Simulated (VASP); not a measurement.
Here is a VASP 6.6.1 calculation.

Contents of POSCAR:

```
MgS
1.0
    0.0000000000      2.8308747665      2.8308747665
    2.8308747665      0.0000000000      2.8308747665
    2.8308747665      2.8308747665      0.0000000000
Mg S
1 1
Direct
    0.0000000000      0.0000000000      0.0000000000
    0.7500000000      0.7500000000      0.7500000000
```

File INCAR.step1:

```
SYSTEM = MgS
PREC = Accurate
ENCUT = 520
ISMEAR = 0
SIGMA = 0.01
LREAL = .FALSE.
LASPH = .TRUE.
NELM = 100
NBANDS = 11
GGA = PE
ALGO = Normal
EDIFF = 1E-4
LWAVE = .TRUE.
LCHARG = .FALSE.
```

INCAR.step2

```
SYSTEM = MgS
PREC = Accurate
ENCUT = 520
EDIFF = 1E-7
ISMEAR = 0
SIGMA = 0.01
LREAL = .FALSE.
LASPH = .TRUE.
NELM = 100
ALGO = Normal
ISIF = 2
LWAVE = .FALSE.
LCHARG = .FALSE.
METAGGA = R2SCAN
LMIXTAU = .TRUE.
NBANDS = 11
ISTART = 1
```

File KPOINTS:

```
regular mesh
0
G
  8 8 8
  0 0 0
```

Potentials or basis: VASP PAW PBE potentials, release 64 (Mg, S).

The run is started by

```bash
$ cat potpaw_PBE.64/Mg/POTCAR potpaw_PBE.64/S/POTCAR > POTCAR
$ cp INCAR.step1 INCAR
$ mpirun -np 1 vasp_std > vasp.out
$ cp INCAR.step2 INCAR
$ mpirun -np 1 vasp_std > vasp.out
```

(1) What does it give for the band gap on the k mesh?

(2) Estimate the pressure.

Answers

(1) 4.13 eV.

(2) -0.3 GPa.

Caveat: the PAW data sets were made with another functional, which shifts forces and pressure a little.
